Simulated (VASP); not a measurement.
# Ti4C3 (P1) in VASP: relaxation of cell and atoms with PBE

Aim: the relaxation of cell and atoms of Ti4C3 with PBE.

Program: VASP 6.6.1. These are calculated values, not measurements. Logs are shortened: lines on timing, memory, paths and dates and some standing lists are left out, and cuts for length are marked.

## (1) The cell of the first run

The typed cell holds 7 atoms: a = 4.291 Å, b = 4.437 Å, c = 4.242 Å, α = 90.71°, β = 89.03°, γ = 89.74°.

## (2) Relaxation of cell and atoms, PBE

Contents of INCAR:

```
PREC = Accurate
ENCUT = 600
EDIFF = 1E-6
ISMEAR = 0
SIGMA = 0.2
LREAL = False
LASPH = True
NELM = 100
ALGO = Normal
ISIF = 3
LWAVE = False
LCHARG = False
GGA = PE
IBRION = 2
NSW = 80
EDIFFG = -0.025
```

Contents of KPOINTS:

```
regular mesh
0
Gamma
  6 6 6
```

Contents of POSCAR:

```
Ti4C3
1.0
    4.2912482546      0.0101591111      0.0361811050
    0.0101591111      4.4372156498     -0.0267625239
    0.0361811050     -0.0267625239      4.2420068042
Ti C
4 3
Direct
    0.4857336656      0.0119814293     -0.0037089949
    0.0278082754      0.4963386276     -0.0075811161
   -0.0251977018     -0.0164781293      0.4980654324
    0.4783107488      0.5481531050      0.5064976465
   -0.0078270444      0.5045539357      0.5103399173
    0.5461921279     -0.0101808425      0.5321076800
    0.4949799284      0.4656318743     -0.0357205653
```

Potentials or basis: VASP PAW PBE potentials, release 64 (Ti_sv, C).

Started as:

```bash
$ cat potpaw_PBE.64/Ti_sv/POTCAR potpaw_PBE.64/C/POTCAR > POTCAR
$ mpirun -np 1 vasp_std > vasp.out
```

OUTCAR:

```text
PREC = Accurate
   ENCUT = 600
   EDIFF = 1E-6
   ISMEAR = 0
   LREAL = False
   LASPH = True
   NELM = 100
   ISIF = 3
   GGA = PE
   IBRION = 2
   NSW = 80
   EDIFFG = -0.025

 ion  position               nearest neighbor table
   1  0.486  0.012  0.996-   6 1.98   7 2.02   6 2.30   7 2.43   2 2.91   4 2.91
   2  0.028  0.496  0.992-   7 2.01   5 2.05   5 2.20   7 2.30   4 2.81   1 2.91
   3  0.975  0.984  0.498-   6 1.84   5 2.13   5 2.31   6 2.46   4 2.88   4 2.89
   4  0.478  0.548  0.506-   7 1.98   6 1.98   5 2.10   5 2.21   7 2.32   2 2.81   3 2.88   3 2.89
                             1 2.91
   5  0.992  0.505  0.510-   2 2.05   4 2.10   3 2.13   2 2.20   4 2.21   3 2.31
   6  0.546  0.990  0.532-   3 1.84   1 1.98   4 1.98   1 2.30   3 2.46
   7  0.495  0.466  0.964-   4 1.98   2 2.01   1 2.02   2 2.30   4 2.32   1 2.43

  LATTYP: Found a triclinic cell.
 ALAT       =     4.2422455176
 B/A-ratio  =     1.4381597711
 C/A-ratio  =     1.0115899203
 COS(alpha) =     0.0151315972
 COS(beta)  =     0.0169440743
 COS(gamma) =     0.6863727606

  Lattice vectors:

 A1 = (  -0.0361811050,   0.0267625239,  -4.2420068042)
 A2 = (  -0.0463402161,  -4.4104531259,  -4.2152442803)
 A3 = (  -4.2912482546,  -0.0101591111,  -0.0361811050)

Analysis of symmetry for initial positions (statically):
=====================================================================
 Subroutine PRICEL returns:
 Original cell was already a primitive cell.

 Routine SETGRP: Setting up the symmetry group for a
 triclinic supercell.

 Subroutine GETGRP returns: Found  1 space group operations
 (whereof  1 operations were pure point group operations)
 out of a pool of  2 trial point group operations.

The static configuration has the point symmetry C_1 .

Analysis of symmetry for dynamics (positions and initial velocities):
=====================================================================
 Subroutine PRICEL returns:
 Original cell was already a primitive cell.

 Routine SETGRP: Setting up the symmetry group for a
 triclinic supercell.

 Subroutine GETGRP returns: Found  1 space group operations
 (whereof  1 operations were pure point group operations)
 out of a pool of  2 trial point group operations.

The dynamic configuration has the point symmetry C_1 .

 Subroutine INISYM returns: Found  1 space group operations
 (whereof  1 operations are pure point group operations),
 and found     1 'primitive' translations

----------------------------------------------------------------------------------------

                                     Primitive cell

  volume of cell :      80.7635

  direct lattice vectors                    reciprocal lattice vectors
     4.291248255  0.010159111  0.036181105     0.233050508 -0.000545584 -0.001991186
     0.010159111  4.437215650 -0.026762524    -0.000545584  0.225376407  0.001426537
     0.036181105 -0.026762524  4.242006804    -0.001991186  0.001426537  0.235763465

  length of vectors
     4.291412805  4.437307986  4.242245518     0.233059653  0.225381582  0.235776189

  position of ions in fractional coordinates (direct lattice)
     0.485733666  0.011981429  0.996291005
     0.027808275  0.496338628  0.992418884
     0.974802298  0.983521871  0.498065432
     0.478310749  0.548153105  0.506497647
     0.992172956  0.504553936  0.510339917
     0.546192128  0.989819158  0.532107680
     0.494979928  0.465631874  0.964279435

  ion indices of the primitive-cell ions
   primitive index   ion index
                 1           1
                 2           2
                 3           3
                 4           4
                 5           5
                 6           6
                 7           7

----------------------------------------------------------------------------------------

 KPOINTS: regular mesh

Automatic generation of k-mesh.
 Grid dimensions read from file:
 generate k-points for:    6    6    6

 Generating k-lattice:

  Cartesian coordinates                     Fractional coordinates (reciprocal lattice)
     0.038841751 -0.000090931 -0.000331864     0.166666667 -0.000000000 -0.000000000
    -0.000090931  0.037562735  0.000237756    -0.000000000  0.166666667  0.000000000
    -0.000331864  0.000237756  0.039293911     0.000000000  0.000000000  0.166666667

  Length of vectors
     0.038843275  0.037563597  0.039296031

  Shift w.r.t. Gamma in fractional coordinates (k-lattice)
     0.000000000  0.000000000  0.000000000

 Subroutine IBZKPT returns following result:
 ===========================================

 Found    112 irreducible k-points:

 Following reciprocal coordinates:
            Coordinates               Weight
  0.000000  0.000000  0.000000      1.000000
  0.166667  0.000000  0.000000      2.000000
  0.333333 -0.000000  0.000000      2.000000
  0.500000 -0.000000  0.000000      1.000000
  0.000000  0.166667  0.000000      2.000000
  0.166667  0.166667  0.000000      2.000000
[... 16 lines left out ...]
  0.333333 -0.000000  0.166667      2.000000
  0.500000  0.000000  0.166667      2.000000
 [... further k-points ...]
   k-points           NKPTS =    112   k-points in BZ     NKDIM =    112   number of bands    NBANDS=     36
   number of dos      NEDOS =    301   number of ions     NIONS =      7
   total plane-waves  NPLWV =  46656
   dimension x,y,z NGX =    36 NGY =   36 NGZ =   36
   dimension x,y,z NGXF=    72 NGYF=   72 NGZF=   72
   ions per type =               4   3
   NGX,Y,Z   is equivalent  to a cutoff of  13.95, 13.49, 14.11 a.u.
   NGXF,Y,Z  is equivalent  to a cutoff of  27.89, 26.98, 28.22 a.u.
 SYSTEM =  unknown system
   PREC   = accura    normal or accurate (medium, high low for compatibility)
   ISTART =      0    job   : 0-new  1-cont  2-samecut
   ICHARG =      2    charge: 1-file 2-atom 10-const
   ISPIN  =      1    spin polarized calculation?
   LNONCOLLINEAR =      F non collinear calculations
   LSORBIT =      F    spin-orbit coupling
   LASPH  =      T    aspherical Exc in radial PAW
   ENCUT  =  600.0 eV  44.10 Ry    6.64 a.u.   8.57  8.86  8.47*2*pi/ulx,y,z
   NELM   =    100;   NELMIN=  2; NELMDL= -5     # of ELM steps
   EDIFF  = 0.1E-05   stopping-criterion for ELM
   LREAL  =      F    real-space projection
   EDIFFG = -.3E-01   stopping-criterion for IOM
   NSW    =     80    number of steps for IOM
   IBRION =      2    ionic relax: 0-MD 1-quasi-New 2-CG
   NFREE  =      1    steps in history (QN), initial steepest desc. (CG)
   ISIF   =      3    stress and relaxation
   ISYM   =      2    0-nonsym 1-usesym 2-fastsym
   POTIM  = 0.5000    time-step for ionic-motion
   TEBEG  =    0.0;   TEEND  =   0.0 temperature during run
   PSTRESS=    0.0 pullay stress
   NELECT =      60.0000    total number of electrons
   NUPDOWN=      -1.0000    fix difference up-down
   EMIN   =  10.00;   EMAX   =-10.00  energy-range for DOS
   EFERMI =   0.00;   METHOD = LEGACY
   ISMEAR =     0;   SIGMA  =   0.20  broadening in eV -4-tet -1-fermi 0-gaus
   EFERMI_NEDOS =   21; number of points for ismear=-14 and -15
   IALGO  =     38    algorithm
   IMIX   =      4    mixing-type and parameters
     AMIX     =   0.40;   BMIX     =  1.00
     AMIX_MAG =   1.60;   BMIX_MAG =  1.00
  volume/ion in A,a.u.               =      11.54        77.86
  Fermi-wavevector in a.u.,A,eV,Ry     =   1.482701  2.801898 29.911064  2.198401
  Thomas-Fermi vector in A             =   2.596454
   LORBIT       =      0    0 simple, 1 ext, 2 COOP (PROOUT), +10 PAW based schemes
   GGA     = PE    functional components
   LHFCALC =     F    Hartree Fock is set to
   AEXX    =    0.0000 exact exchange contribution
   IVDW    =     0    specifies the selected vdW correction
   LEPSILON=     F    determine dielectric tensor
   LRPA    =     F    only Hartree local field effects (RPA)
 conjugate gradient relaxation of ions
 non-spin polarized calculation
 Gauss-broadening in eV      SIGMA  =   0.20
  energy-cutoff  :      600.00
  volume of cell :       80.76
 maximum number of plane-waves:      2714
 NGX is ok and might be reduce to    36
   NGX = 17   NGY = 17   NGZ = 17

--------------------------------------- Ionic step        1  -------------------------------------------

 number of electron      60.0000006 magnetization

 Free energy of the ion-electron system (eV)
  ---------------------------------------------------
  ext. energy  EPLUGINS =         0.00000000
  ---------------------------------------------------
  free energy    TOTEN  =       -62.13818817 eV

  energy without entropy =      -62.10354831  energy(sigma->0) =      -62.12086824

------------------------ aborting loop because EDIFF is reached ----------------------------------------

  FORCE on cell =-STRESS in cart. coord.  units (eV):
  Direction    XX          YY          ZZ          XY          YZ          ZX
  --------------------------------------------------------------------------------------
  -------------------------------------------------------------------------------------
  Total        7.3475368      0.5417367      5.8932286     -0.1567061      0.3607614     -2.3730055
  in kB      145.7595553     10.7469088    116.9091645     -3.1087164      7.1567417    -47.0753991
  external PRESSURE =      91.1385429 kB  Pullay stress =       0.0000000 kB
[... 104 lines left out ...]
  FREE ENERGIE OF THE ION-ELECTRON SYSTEM (eV)
  ---------------------------------------------------
  free  energy   TOTEN  =       -63.3895301593 eV

  energy  without entropy=      -63.3544942067  energy(sigma->0) =      -63.37201218

[... ionic steps 4 to 8 ...]

--------------------------------------- Ionic step        9  -------------------------------------------

 number of electron      60.0000013 magnetization

------------------------ aborting loop because EDIFF is reached ----------------------------------------

  FORCE on cell =-STRESS in cart. coord.  units (eV):
  Direction    XX          YY          ZZ          XY          YZ          ZX
  --------------------------------------------------------------------------------------
  -------------------------------------------------------------------------------------
  Total       -0.1665762     -0.0188224      0.0126963     -0.0031622     -0.0188021     -0.0650994
  in kB       -3.3302167     -0.3763007      0.2538264     -0.0632199     -0.3758937     -1.3014771
  external PRESSURE =      -1.1508970 kB  Pullay stress =       0.0000000 kB
[... 67 lines left out ...]
  energy  without entropy=      -63.9100348476  energy(sigma->0) =      -63.92661527

--------------------------------------- Ionic step       11  -------------------------------------------

 number of electron      60.0000012 magnetization

 Free energy of the ion-electron system (eV)
  ---------------------------------------------------
  ext. energy  EPLUGINS =         0.00000000
  ---------------------------------------------------
  free energy    TOTEN  =       -63.94323507 eV

  energy without entropy =      -63.91009438  energy(sigma->0) =      -63.92666472

 E-fermi :   9.0694     XC(G=0): -12.2982

 val. band max:        9.0039330715   @ k =  -0.3333   0.5000   0.3333
 cond. band min:       9.1047087145   @ k =   0.5000   0.5000   0.5000
 fundamental gap:      0.1007756430
 Fermi energy:         9.0693705859

 k-point     1 :       0.0000    0.0000    0.0000
  band No.  band energies     occupation
      1     -47.7567      2.00000
      2     -47.6736      2.00000
      3     -47.6731      2.00000
      4     -47.5570      2.00000
      5     -24.1999      2.00000
      6     -24.1998      2.00000
[... 925 lines left out ...]
     35      11.4148      0.00000
     36      11.5443      0.00000

 [... further k-points ...]

------------------------ aborting loop because EDIFF is reached ----------------------------------------

  FORCE on cell =-STRESS in cart. coord.  units (eV):
  Direction    XX          YY          ZZ          XY          YZ          ZX
  --------------------------------------------------------------------------------------
  -------------------------------------------------------------------------------------
  Total        0.1116683      0.0876493      0.0907059     -0.0015626      0.0011535     -0.0113061
  in kB        2.2361309      1.7551552      1.8163641     -0.0312906      0.0230994     -0.2264014
  external PRESSURE =       1.9358834 kB  Pullay stress =       0.0000000 kB
[... 22 lines left out ...]
  FREE ENERGIE OF THE ION-ELECTRON SYSTEM (eV)
  ---------------------------------------------------
  free  energy   TOTEN  =       -63.9432350657 eV

  energy  without entropy=      -63.9100943832  energy(sigma->0) =      -63.92666472

 reached required accuracy - stopping structural energy minimisation
```

Run time: 22 min. Hardware: 1 thread of Intel Xeon 6975P-C (Granite Rapids), shared host; peak memory 0.45 GiB.

What came out:

- Free energy: -63.9432 eV
- Relaxed volume: 11.43 Å³/atom
- Relaxed cell: a = 4.309 Å, b = 4.309 Å, c = 4.309 Å, α = 90.00°, β = 89.99°, γ = 90.00°
- Space group after relaxing (to 0.1 Å): Pm-3m (No. 221)
- Energy gained by relaxing: 257.9 meV/atom
- Ionic steps: 11
- Pressure after relaxing: 0.2 GPa
- Largest force after relaxing: 0.020 eV/Å
- Band gap on the k mesh: zero (bands 30 and 31 overlap by 1.16 eV)

Forces in eV/Å, atoms in the order of the input:
```
Ti   0.007 -0.006 -0.011
Ti  -0.012  0.006 -0.006
Ti   0.013 -0.014  0.006
Ti  -0.001 -0.003  0.005
C   -0.001 -0.002  0.017
C   -0.017  0.010 -0.001
C    0.011  0.010 -0.009
```

Step by step:
| step | energy change (eV) | largest force (eV/Å) | pressure (GPa) | volume (Å³) |
| --- | --- | --- | --- | --- |
| 1 | 0.0000 | 4.3798 | 9.11 | 80.76 |
| 2 | -1.1329 | 1.0194 | -17.11 | 88.61 |
| 3 | -1.2513 | 1.4659 | -12.71 | 86.34 |
| 4 | -1.6619 | 0.9296 | 7.80 | 77.61 |
| 5 | -1.7308 | 0.8292 | 1.13 | 79.80 |
| 6 | -1.7965 | 0.2023 | 0.12 | 80.07 |
| 7 | -1.7981 | 0.2381 | 0.00 | 80.12 |
| 8 | -1.8037 | 0.0867 | -0.10 | 80.13 |
| 9 | -1.8044 | 0.0683 | -0.12 | 80.14 |
| 10 | -1.8050 | 0.0284 | 0.11 | 80.05 |
| 11 | -1.8050 | 0.0201 | 0.19 | 80.01 |

Final structure:
```
Ti C
1.0
     4.30852   -0.00026   -0.00038
     0.00034    4.30922   -0.00033
     0.00087    0.00025    4.30940
Ti C
4 3
Direct
  0.49981 0.00001 0.00018
  0.00014 0.49988 0.99998
  0.99986 0.00022 0.49990
  0.50004 0.50005 0.49999
  0.00002 0.50014 0.49968
  0.50032 0.99988 0.50013
  0.49982 0.49982 0.00014
```

The gap in the log of VASP goes by the Fermi energy; the results here count the filled bands.